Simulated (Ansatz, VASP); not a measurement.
# One calculation of Pb, two programs

INCAR

```
PREC = Accurate
ENCUT = 600
EDIFF = 1E-6
ISMEAR = -1
SIGMA = 0.05
LREAL = False
LASPH = True
NELM = 80
ALGO = Normal
ISIF = 3
LWAVE = False
LCHARG = False
GGA = PE
IBRION = 2
NSW = 45
EDIFFG = -0.005
```

Contents of KPOINTS:

```
Automatic mesh
0
Gamma
  14 14 14
```

File POSCAR:

```
Pb
1.0
    0.0000000000      2.5202669210      2.5202669210
    2.5202669210      0.0000000000      2.5202669210
    2.5202669210      2.5202669210      0.0000000000
Pb
1
Direct
    0.0000000000      0.0000000000      0.0000000000
```

Input for Ansatz:

```yaml
crystal:
  lattice:
    - [0.0, 2.520266921, 2.520266921]
    - [2.520266921, 0.0, 2.520266921]
    - [2.520266921, 2.520266921, 0.0]
  atoms:
    - { symbol: Pb, position: [0.0, 0.0, 0.0] }
kpoints:
  mp_grid: { grid: [14, 14, 14] }
scf:
  occupations: { method: fermi_dirac, width: 0.05 }
hamiltonian:
  xc: pbe
  pseudopotentials: { kind: all_electron, lapw: { basis_error: 0.0005 } }
output:
  forces: true
  stress: true
  eigenvalues: true
  populations: true
relax:
  f_tol: 0.005
  max_steps: 25
  cell: {}
```

Alike in both runs: task relaxation of cell and atoms; functional PBE; k mesh 14 × 14 × 14; occupations fermi-dirac, width 0.05 eV; no spin polarisation.

|  | VASP | Ansatz |
| --- | --- | --- |
| version | VASP 6.6.1 | Ansatz 0.2.0 |
| potentials or method | VASP PAW PBE potentials, release 64 (Pb_d), cutoff 600 eV | all-electron LAPW, scalar-relativistic |

```csv
,VASP,Ansatz,Ansatz less VASP
relaxed volume (Å³/atom),32.02,32.02,0.000
relaxed cell length with the largest relative difference (Å),3.564,3.564,0.0000
```

Ansatz ran all-electron here, and VASP with PAW potentials.

Neither program's run includes spin-orbit coupling. Noted on VASP's run: the relaxation stopped at its first step, so nothing moved.
